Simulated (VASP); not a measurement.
# Be18S in VASP: further runs

The runs below take Be18S through single point, with r2SCAN+D3(BJ).

Program: VASP 6.6.1. These are calculated values, not measurements. Logs are shortened: lines on timing, memory, paths and dates and some standing lists are left out, and cuts for length are marked.

### Step 1. The cell of the first run

The cell holds a slab with vacuum, 19 atoms: a = 4.580 Å, b = 6.870 Å, c = 16.588 Å, α = 90.00°, β = 90.00°, γ = 60.00°.

### Step 2. Single point, r2SCAN+D3(BJ)

Contents of POSCAR:

```
Be18S
1.0
    4.5800000000      0.0000000000      0.0000000000
    3.4350000000      5.9495950000      0.0000000000
    0.0000000000      0.0000000000     16.5884300000
Be S
18 1
Direct
    0.0000000000      0.0000000000      0.0602829804
    0.5000000000      0.0000000000      0.0602829804
    0.0000000420      0.3333332773      0.0602829804
    0.5000000420      0.3333332773      0.0602829804
   -0.0000000420      0.6666667227      0.0602829804
    0.4999999580      0.6666667227      0.0602829804
   -0.1732978922      0.2231101445      0.1707648644
    0.3231089107      0.2259237814      0.1721985143
   -0.1572351542      0.5526925782      0.1717123923
    0.3412253562      0.5540308206      0.1676796418
   -0.1593516737      0.8858918968      0.1673017881
    0.3382609842      0.8815134476      0.1699080624
    0.0064779083     -0.0008220728      0.2744383284
    0.5059115262     -0.0017335634      0.2775223454
   -0.0229645989      0.3344296545      0.2855046560
    0.4947260682      0.3186045437      0.2808957207
    0.0108755403      0.6747432388      0.2777709524
    0.5091297127      0.6838715913      0.2816793994
    0.5627686984      0.4776600760      0.3734761518
```

Contents of INCAR.step1:

```
SYSTEM = Be18S
  ALGO = Normal
  EDIFF = 1E-4
  ENCUT = 520
  GGA = PE
  ISMEAR = 0
  LASPH = .True.
  LCHARG = .False.
  LREAL = Auto
  LWAVE = .True.
  NBANDS = 36
  NELM = 100
  PREC = Accurate
  SIGMA = 0.05
```

Contents of INCAR.step2:

```
SYSTEM = Be18S
  ALGO = Normal
  EDIFF = 1E-6
  ENCUT = 520
  ISIF = 2
  ISMEAR = 0
  ISTART = 1
  IVDW = 12
  LASPH = .True.
  LCHARG = .True.
  LELF = .True.
  LMIXTAU = .True.
  LREAL = Auto
  LVHAR = .True.
  LWAVE = .False.
  METAGGA = R2SCAN
  NBANDS = 36
  NELM = 100
  PREC = Accurate
  SIGMA = 0.05
  VDW_A1 = 0.49484001
  VDW_A2 = 5.73083694
  VDW_S6 = 1.0
  VDW_S8 = 0.78981345
```

Contents of KPOINTS:

```
k-points
0
Gamma
  5 4 1
  0 0 0
```

Potentials or basis: VASP PAW PBE potentials, release 64 (Be, S).

On the command line:

```bash
> cat potpaw_PBE.64/Be/POTCAR potpaw_PBE.64/S/POTCAR > POTCAR
> cp INCAR.step1 INCAR
> mpirun -np 1 vasp_std > vasp.out
> cp INCAR.step2 INCAR
> mpirun -np 1 vasp_std > vasp.out
```

OUTCAR:

```text
SYSTEM = Be18S
   EDIFF = 1E-6
   ENCUT = 520
   ISIF = 2
   ISMEAR = 0
   ISTART = 1
   IVDW = 12
   LASPH = .True.
   LREAL = Auto
   METAGGA = R2SCAN
   NELM = 100
   PREC = Accurate
 IVDW          = 12

 ion  position               nearest neighbor table
   1  0.000  0.000  0.060-  11 2.21  12 2.26   7 2.26   5 2.29   3 2.29   6 2.29   4 2.29   2 2.29
                             2 2.29
   2  0.500  0.000  0.060-  11 2.23  12 2.26   4 2.29   6 2.29   5 2.29   3 2.29   1 2.29   1 2.29
                             8 2.29
   3  0.000  0.333  0.060-   8 2.26   9 2.26   7 2.27   1 2.29   2 2.29   4 2.29   4 2.29   6 2.29
                             5 2.29
   4  0.500  0.333  0.060-  10 2.21   7 2.24   2 2.29   1 2.29   3 2.29   3 2.29   5 2.29   6 2.29
                             8 2.29
   5  1.000  0.667  0.060-  11 2.20  10 2.24   9 2.26   1 2.29   2 2.29   6 2.29   6 2.29   4 2.29
                             3 2.29
   6  0.500  0.667  0.060-  10 2.21  12 2.22   2 2.29   1 2.29   5 2.29   5 2.29   3 2.29   4 2.29
                             9 2.29
   7  0.827  0.223  0.171-  13 2.18   4 2.24  10 2.25  16 2.25   1 2.26   3 2.27  15 2.28   8 2.28
                            11 2.29   8 2.30   9 2.30  12 2.34
   8  0.323  0.226  0.172-  16 2.19  14 2.21   9 2.22   3 2.26   7 2.28   4 2.29   2 2.29   7 2.30
                            10 2.30  15 2.33  12 2.33  11 2.35
   9  0.843  0.553  0.172-   8 2.22  17 2.24  18 2.26   5 2.26   3 2.26  11 2.29  12 2.29  10 2.29
[... 4 lines left out ...]
                             7 2.29  10 2.29  12 2.32   8 2.35
  12  0.338  0.882  0.170-  13 2.18  18 2.20   6 2.22  10 2.24  14 2.24   1 2.26   2 2.26  11 2.26
                             9 2.29  11 2.32   8 2.33   7 2.34
  13  0.006  0.999  0.274-   7 2.18  12 2.18  17 2.22  11 2.22  18 2.24  15 2.25  16 2.28  14 2.28
                            14 2.30
  14  0.506  0.998  0.278-  18 2.15  16 2.18   8 2.21  12 2.24  11 2.26  17 2.27  13 2.28  13 2.30
                            15 2.37
  15  0.977  0.334  0.286-  19 2.20  13 2.25  16 2.27   7 2.28  18 2.28   9 2.30  16 2.32   8 2.33
                            14 2.37
  16  0.495  0.319  0.281-  19 2.00  14 2.18   8 2.19   7 2.25  15 2.27  13 2.28  15 2.32  17 2.34
                            10 2.35
  17  0.011  0.675  0.278-  13 2.22  11 2.22   9 2.24  10 2.25  18 2.27  14 2.27  18 2.31  16 2.34

  18  0.509  0.684  0.282-  19 2.01  14 2.15  12 2.20  13 2.24   9 2.26  17 2.27  15 2.28  17 2.31
                            10 2.38
  19  0.563  0.478  0.373-  16 2.00  18 2.01  15 2.20

  LATTYP: Found a simple monoclinic cell.
 ALAT       =     4.5800000000
 B/A-ratio  =     3.6219279476
 C/A-ratio  =     1.3228757576
 COS(beta)  =    -0.1889822219

  Lattice vectors:

 A1 = (   4.5800000000,   0.0000000000,   0.0000000000)
 A2 = (   0.0000000000,   0.0000000000, -16.5884300000)
 A3 = (  -1.1450000000,   5.9495950000,   0.0000000000)

Analysis of symmetry for initial positions (statically):
=====================================================================
 Subroutine PRICEL returns:
 Original cell was already a primitive cell.

 Routine SETGRP: Setting up the symmetry group for a
 simple monoclinic supercell.

 Subroutine GETGRP returns: Found  1 space group operations
 (whereof  1 operations were pure point group operations)
 out of a pool of  4 trial point group operations.

The static configuration has the point symmetry C_1 .

Analysis of symmetry for dynamics (positions and initial velocities):
=====================================================================
 Subroutine PRICEL returns:
 Original cell was already a primitive cell.

 Routine SETGRP: Setting up the symmetry group for a
 simple monoclinic supercell.

 Subroutine GETGRP returns: Found  1 space group operations
 (whereof  1 operations were pure point group operations)
 out of a pool of  4 trial point group operations.

The dynamic configuration has the point symmetry C_1 .

 Subroutine INISYM returns: Found  1 space group operations
 (whereof  1 operations are pure point group operations),
 and found     1 'primitive' translations

----------------------------------------------------------------------------------------

                                     Primitive cell

  volume of cell :     452.0205

  direct lattice vectors                    reciprocal lattice vectors
     4.580000000  0.000000000  0.000000000     0.218340611 -0.126059001  0.000000000
     3.435000000  5.949595000  0.000000000     0.000000000  0.168078668  0.000000000
     0.000000000  0.000000000 16.588430000     0.000000000  0.000000000  0.060282980

[... 57 lines left out ...]
     0.043668122 -0.025211800  0.000000000     0.200000000 -0.000000000  0.000000000
     0.000000000  0.042019667  0.000000000     0.000000000  0.250000000  0.000000000
     0.000000000  0.000000000  0.060282980     0.000000000  0.000000000  1.000000000

  Length of vectors
     0.050423603  0.042019667  0.060282980

  Shift w.r.t. Gamma in fractional coordinates (k-lattice)
     0.000000000  0.000000000  0.000000000

 Subroutine IBZKPT returns following result:
 ===========================================

 Found     11 irreducible k-points:

 Following reciprocal coordinates:
            Coordinates               Weight
  0.000000  0.000000  0.000000      1.000000
  0.200000  0.000000  0.000000      2.000000
  0.400000 -0.000000  0.000000      2.000000
  0.000000  0.250000  0.000000      2.000000
  0.200000  0.250000  0.000000      2.000000
  0.400000  0.250000  0.000000      2.000000
 -0.400000  0.250000  0.000000      2.000000
 -0.200000  0.250000  0.000000      2.000000
  0.000000  0.500000  0.000000      1.000000
  0.200000  0.500000  0.000000      2.000000
  0.400000  0.500000  0.000000      2.000000
   k-points           NKPTS =     11   k-points in BZ     NKDIM =     11   number of bands    NBANDS=     36
   number of dos      NEDOS =    301   number of ions     NIONS =     19
   total plane-waves  NPLWV = 244944
   dimension x,y,z NGX =    36 NGY =   54 NGZ =  126
   dimension x,y,z NGXF=    72 NGYF=  108 NGZF=  252
   ions per type =              18   1
   NGX,Y,Z   is equivalent  to a cutoff of  13.07, 13.07, 12.63 a.u.
   NGXF,Y,Z  is equivalent  to a cutoff of  26.13, 26.13, 25.25 a.u.
 SYSTEM =  Be18S
   PREC   = accura    normal or accurate (medium, high low for compatibility)
   ISTART =      1    job   : 0-new  1-cont  2-samecut
   ICHARG =      0    charge: 1-file 2-atom 10-const
   ISPIN  =      1    spin polarized calculation?
   LNONCOLLINEAR =      F non collinear calculations
   LSORBIT =      F    spin-orbit coupling
   LASPH  =      T    aspherical Exc in radial PAW
   ENCUT  =  520.0 eV  38.22 Ry    6.18 a.u.   8.52 12.77 30.84*2*pi/ulx,y,z
   NELM   =    100;   NELMIN=  2; NELMDL=  0     # of ELM steps
   EDIFF  = 0.1E-05   stopping-criterion for ELM
   LREAL  =      T    real-space projection
   EDIFFG = 0.1E-04   stopping-criterion for IOM
   NSW    =      0    number of steps for IOM
   IBRION =     -1    ionic relax: 0-MD 1-quasi-New 2-CG
   NFREE  =      0    steps in history (QN), initial steepest desc. (CG)
   ISIF   =      2    stress and relaxation
   ISYM   =      2    0-nonsym 1-usesym 2-fastsym
   POTIM  = 0.5000    time-step for ionic-motion
   TEBEG  =    0.0;   TEEND  =   0.0 temperature during run
   PSTRESS=    0.0 pullay stress
   NELECT =      42.0000    total number of electrons
   NUPDOWN=      -1.0000    fix difference up-down
   EMIN   =  10.00;   EMAX   =-10.00  energy-range for DOS
   EFERMI =   0.00;   METHOD = LEGACY
   ISMEAR =     0;   SIGMA  =   0.05  broadening in eV -4-tet -1-fermi 0-gaus
   EFERMI_NEDOS =   21; number of points for ismear=-14 and -15
   IALGO  =     38    algorithm
   IMIX   =      4    mixing-type and parameters
     AMIX     =   0.40;   BMIX     =  1.00
     AMIX_MAG =   1.60;   BMIX_MAG =  1.00
  volume/ion in A,a.u.               =      23.79       160.55
  Fermi-wavevector in a.u.,A,eV,Ry     =   0.741490  1.401213  7.480581  0.549807
  Thomas-Fermi vector in A             =   1.836143
   LORBIT       =      0    0 simple, 1 ext, 2 COOP (PROOUT), +10 PAW based schemes
   METAGGA = R2SCAN    functional components
   LHFCALC =     F    Hartree Fock is set to
   AEXX    =    0.0000 exact exchange contribution
   IVDW    =    12    specifies the selected vdW correction
   LEPSILON=     F    determine dielectric tensor
   LRPA    =     F    only Hartree local field effects (RPA)
 non-spin polarized calculation
 Gauss-broadening in eV      SIGMA  =   0.05
  energy-cutoff  :      520.00
  volume of cell :      452.02
 maximum number of plane-waves:     12198
 NGX is ok and might be reduce to    36
   NGX = 17   NGY = 25   NGZ = 61

 number of electron      42.0000000 magnetization

 Free energy of the ion-electron system (eV)
  ---------------------------------------------------
  ext. energy  EPLUGINS =         0.00000000
  ---------------------------------------------------
  free energy    TOTEN  =       -81.39596116 eV

  energy without entropy =      -81.38537792  energy(sigma->0) =      -81.39066954

 E-fermi :  -0.9658     XC(G=0):  -5.0485

 val. band max:       -0.9942114861   @ k =   0.4000   0.5000   0.0000
 cond. band min:      -0.9623305900   @ k =  -0.4000   0.2500   0.0000
 fundamental gap:      0.0318808961
 Fermi energy:        -0.9657725797

 k-point     1 :       0.0000    0.0000    0.0000
  band No.  band energies     occupation
      1     -15.2009      2.00000
      2     -11.3629      2.00000
      3      -8.9386      2.00000
      4      -8.1440      2.00000
      5      -8.0372      2.00000
      6      -6.2568      2.00000
[... 385 lines left out ...]
     32       4.2744      0.00000
     33       4.4237      0.00000
 [bands above 33 left out]

------------------------ aborting loop because EDIFF is reached ----------------------------------------

 Edisp (eV)   -1.84249

 E8    (eV) :    -0.5107

  FORCE on cell =-STRESS in cart. coord.  units (eV):
  Direction    XX          YY          ZZ          XY          YZ          ZX
  --------------------------------------------------------------------------------------
  -------------------------------------------------------------------------------------
  Total     -14.88353    -8.72166     0.10044     2.79688     0.01011    -0.03577
  in kB     -52.75435   -30.91375     0.35602     9.91348     0.03582    -0.12680
  external pressure =      -27.77 kB  Pullay stress =        0.00 kB

 VOLUME and BASIS-vectors are now :
 -----------------------------------------------------------------------------
  energy-cutoff  :      520.00
  volume of cell :      452.02
      direct lattice vectors                 reciprocal lattice vectors
     4.580000000  0.000000000  0.000000000     0.218340611 -0.126059001  0.000000000
     3.435000000  5.949595000  0.000000000     0.000000000  0.168078668  0.000000000
     0.000000000  0.000000000 16.588430000     0.000000000  0.000000000  0.060282980

 POSITION                                       TOTAL-FORCE (eV/Angst)
 -----------------------------------------------------------------------------------
      0.00000      0.00000      1.00000         0.113474      0.126763      0.139486
      2.29000      0.00000      1.00000        -0.048488      0.132151     -0.327870
      1.14500      1.98320      1.00000         0.113990     -0.016429     -0.012159
      3.43500      1.98320      1.00000        -0.162144     -0.154724      0.058084
      6.87000      3.96640      1.00000        -0.131327     -0.132360      0.074244
      4.58000      3.96640      1.00000         0.117510      0.041877      0.019599
[... 11 lines left out ...]
      4.68091      4.06876      4.67262         0.006565      0.006708      0.004699
      4.21824      2.84188      6.19538        -0.011683     -0.002660      0.015256
 -----------------------------------------------------------------------------------
    total drift:                                0.000970      0.000055     -0.000209

  FREE ENERGIE OF THE ION-ELECTRON SYSTEM (eV)
  ---------------------------------------------------
  free  energy   TOTEN  =       -83.2384490658 eV

  energy  without entropy=      -83.2278658249  energy(sigma->0) =      -83.23315745
```

Run time: 35 min. Hardware: 1 thread of Intel Xeon 8259CL, shared host; peak memory 0.64 GiB.

What came out:

| Property | Result |
| --- | --- |
| Free energy | -83.2384 eV |
| Largest force | 0.357 eV/Å |
| Band gap on the k mesh | zero (bands 21 and 22 overlap by 0.58 eV) |
| Dispersion energy per atom | -0.097 eV |

Forces on the atoms (eV/Å):
```
Be   0.113  0.127  0.139
Be  -0.048  0.132 -0.328
Be   0.114 -0.016 -0.012
Be  -0.162 -0.155  0.058
Be  -0.131 -0.132  0.074
Be   0.118  0.042  0.020
Be   0.001  0.002 -0.004
Be  -0.005 -0.003  0.006
Be  -0.007 -0.005  0.006
Be   0.007 -0.003  0.006
Be   0.000  0.010  0.004
Be   0.005 -0.005 -0.006
Be   0.004  0.002  0.011
Be  -0.002  0.000  0.007
Be   0.000  0.004  0.003
Be  -0.007  0.002 -0.013
Be   0.006 -0.007  0.009
Be   0.007  0.007  0.005
S   -0.012 -0.003  0.015
```

Caveat: there is no dipole correction, which matters where the two faces differ; the PAW data sets were made with another functional, which shifts forces and pressure a little.

[end of part 1 of 2]

The gap in the log of VASP goes by the Fermi energy; the results here count the filled bands.